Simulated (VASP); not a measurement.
Wanted: the native input for a VASP 6.6.1 run.

- Task: relaxation of the atoms
- Functional: PBE
- Potentials or basis: VASP PAW PBE potentials, release 64 (Si, Mo_sv)
- Cutoff: 450 eV
- k mesh: 11 × 11 × 1
- Occupations: gaussian, width 0.1 eV
- Spin: no spin polarisation
- Dipole correction: yes
- Further INCAR settings: ALGO = Normal; EDIFF = 1e-07; NELMDL = -8; IBRION = 2; EDIFFG = -0.02; NSW = 80

The structure of Si3Mo lies in POSCAR:

```
Si3Mo
1.0
    3.2168473669      0.0000000000      0.0000000000
    0.0000000000      3.2168473669      0.0000000000
    0.0000000000      0.0000000000     24.2129944606
Si Mo
6 2
Direct
    0.5000000000      0.5000000000      0.3097510311
    0.0000000000      0.0000000000      0.3650921602
    0.0000000000      0.0000000000      0.4723294355
    0.5000000000      0.5000000000      0.5276705645
    0.5000000000      0.5000000000      0.6349078398
    0.0000000000      0.0000000000      0.6902489689
    0.5000000000      0.5000000000      0.4187107978
    0.0000000000      0.0000000000      0.5812892022
```

The input as run:

INCAR

```
SYSTEM = Si3Mo
  PREC = Accurate
  ENCUT = 450
  EDIFF = 1E-7
  ISMEAR = 0
  SIGMA = 0.1
  LREAL = .False.
  LASPH = .True.
  NELM = 120
  ALGO = Normal
  ISIF = 2
  LWAVE = .False.
  LCHARG = .False.
  LDIPOL = .True.
  IDIPOL = 3
  DIPOL = 0.5 0.5 0.500
  GGA = PE
  IBRION = 2
  NSW = 80
  EDIFFG = -0.02
  GGA_COMPAT = .False.
  NELMIN = 4
  NELMDL = -8
```

KPOINTS

```
regular mesh
0
Gamma
  11 11 1
  0 0 0
```

Potentials or basis: VASP PAW PBE potentials, release 64 (Si, Mo_sv).

The run is started by

```sh
$ cat potpaw_PBE.64/Si/POTCAR potpaw_PBE.64/Mo_sv/POTCAR > POTCAR
$ mpirun -np 1 vasp_std > vasp.out
```

It gave:

```yaml
Energy_gained_by_relaxing: 2.6 meV/atom
Ionic_steps: 9
Largest_force_after_relaxing: 0.014 eV/Å
Band_gap_on_the_k_mesh: zero (bands 26 and 27 overlap by 1.03 eV)
```

Wall time 11 min on 1 thread of Intel(R) Xeon(R) 6975P-C (Granite Rapids), with other jobs on the host, peak memory 0.37 GiB.
